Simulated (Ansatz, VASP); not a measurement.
## One calculation of BN, two programs

```
B N
1.0
     0.00000    1.73675    1.73675
     1.73675    0.00000    1.73675
     1.73675    1.73675    0.00000
B N
1 1
Direct
  0.00000 0.00000 0.00000
  0.25000 0.25000 0.25000
```

Change from the starting cell: volume scaled by 0.88, PAW files.

Alike in both runs: task single point; functional PBE; k mesh 15 × 15 × 15; occupations fermi-dirac, width 0.05 eV; no spin polarisation.

```csv
,VASP,Ansatz
version,VASP 6.6.1,Ansatz 0.2.0
potentials or method,"VASP PAW PBE potentials, release 64 (B, N)","PAW with Ansatz's default frozen-core files, scalar-relativistic"
plane-wave cutoff (eV),520,420
valence electrons in the cell,8,8
```

Ansatz gave:

```
gap on the k mesh at the Fermi level (eV) : 4.66
pressure (GPa)                            : 60.0
```

Q: What did VASP give for the same quantities?

A: gap on the k mesh at the Fermi level (eV): 4.64; pressure (GPa): 60.6.

Both programs put the cell under a high pressure, so it lies far from rest at this level. The functional is the same, so the differences come from potentials, cutoffs and numerics.

Noted on VASP's run: the cell as given lies far from equilibrium.
